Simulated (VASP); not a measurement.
## CsH: electric field gradients with r2SCAN

The system is CsH.

```xyz
2
Lattice="3.8184 0.0000 0.0000 0.0000 3.8184 0.0000 0.0000 0.0000 3.8184" Properties=species:S:1:pos:R:3 pbc="T T T"
Cs    0.0000    0.0000    0.0000
H     1.9092    1.9092    1.9092
```

```json
{
 "Program": "VASP 6.6.1",
 "Task": "electric field gradients",
 "Functional": "r2SCAN",
 "Potentials or basis": "VASP PAW PBE potentials, release 64 (Cs_sv, H)",
 "Cutoff": "520 eV",
 "k mesh": "8 × 8 × 8",
 "Occupations": "fermi-dirac, width 0.01 eV",
 "Spin": "no spin polarisation",
 "Dipole correction": "no",
 "Further INCAR settings": "ALGO = Normal; EDIFF = 1e-08; NBANDS = 12"
}
```

```json
{
  "Pressure": "0.0 GPa",
  "Band gap on the k mesh": "3.15 eV",
  "Largest electric field gradient by atom": "zero within the noise of the run"
}
```

Levels at points of the mesh, in eV from the valence-band top:
```tsv
k point	band 1	band 2	band 3	band 4	band 5	band 6	band 7	band 8	band 9	band 10
(0.00, 0.00, 0.00)	-22.48	-8.17	-8.17	-8.17	-1.90	3.81	3.81	7.98	9.98	9.98
(0.50, 0.00, 0.00)	-22.32	-9.70	-8.02	-8.02	-0.25	3.21	4.60	6.60	6.60	10.40
(0.50, 0.50, 0.00)	-22.17	-9.38	-9.38	-7.88	-1.23	4.99	6.85	7.42	7.42	7.57
(0.50, 0.50, 0.50)	-22.02	-9.16	-9.16	-9.16	0.00	3.15	3.15	3.15	12.25	12.25
```

Run time: 38 s on 1 thread of Intel(R) Xeon(R) 6975P-C (Granite Rapids), on a shared host, peak memory 0.17 GiB.

Caveat: the PAW data sets were made with another functional, which shifts forces and pressure a little; spin-orbit coupling is left out, which moves the levels of the heavy elements. A k mesh can miss the band edges.
